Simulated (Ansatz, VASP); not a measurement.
**Two plane-wave programs on FePt**

The input INCAR:

```
SYSTEM = FePt
PREC = Accurate
ENCUT = 520
EDIFF = 1E-6
ISMEAR = -1
SIGMA = 0.05
LREAL = .False.
LASPH = .True.
NELM = 150
ALGO = Fast
ISIF = 2
LWAVE = .False.
LCHARG = .False.
ISPIN = 2
MAGMOM = 0 3
LORBIT = 11
LMAXMIX = 4
GGA = B5
ALDAX = 1.0
AGGAX = 1.0
AGGAC = 1.0
ALDAC = 0.0
NBANDS = 20
```

File KPOINTS:

```
Automatic mesh
0
Gamma
  10 10 7
  0 0 0
```

Contents of POSCAR:

```
FePt
1.0
    2.6679027671      0.0000000000      0.0000000000
    0.0000000000      2.6679027671      0.0000000000
    0.0000000000      0.0000000000      3.6440603244
Pt Fe
1 1
Direct
    0.5000000000      0.5000000000      0.5000000000
    0.0000000000      0.0000000000      0.0000000000
```

File input.yaml:

```yaml
crystal:
  lattice:
    - [2.6679027671, 0.0, 0.0]
    - [0.0, 2.6679027671, 0.0]
    - [0.0, 0.0, 3.6440603244]
  atoms:
    - { symbol: Pt, position: [0.5, 0.5, 0.5] }
    - { symbol: Fe, position: [0.0, 0.0, 0.0], spin: 3.0 }
hamiltonian:
  xc: blyp
  pseudopotentials: { kind: paw }
magnetization:
  spin_polarized: true
kpoints:
  mp_grid: { grid: [10, 10, 7] }
scf:
  occupations: { method: fermi_dirac, width: 0.05 }
output:
  forces: true
  stress: true
  eigenvalues: true
  write_density: true
  write_potential: true
  elf: true
  volumetric_format: npy
```

Alike in both runs: task single point; functional BLYP; k mesh 10 × 10 × 7; occupations fermi-dirac, width 0.05 eV; collinear spin.

|  | VASP | Ansatz |
| --- | --- | --- |
| version | VASP 6.6.1 | Ansatz 0.2.0 |
| potentials or method | VASP PAW PBE potentials, release 64 (Pt, Fe) | Ansatz PAW |
| plane-wave cutoff (eV) | 520 | 420 |
| valence electrons in the cell | 18 | 34 |

Ansatz gave:

| Property | Result |
| --- | --- |
| gap on the k mesh at the Fermi level (eV) | none |
| net moment per atom (μB) | 1.59 |
| size of the moment on the site where the two differ most (μB) | 0.40 |

Task: Which values does VASP return?

Result: gap on the k mesh at the Fermi level (eV): none; net moment per atom (μB): 1.58; size of the moment on the site where the two differ most (μB): 0.35.

VASP's potentials were made for PBE, not for BLYP. Site moments also hang on the region over which each program counts them. A gap of «none» marks a metal or a gap that the smearing closes. VASP's potentials hold 18 valence electrons a cell and Ansatz's 34, so a difference there can come from the potentials and not from the codes.

Spin-orbit coupling is off throughout.
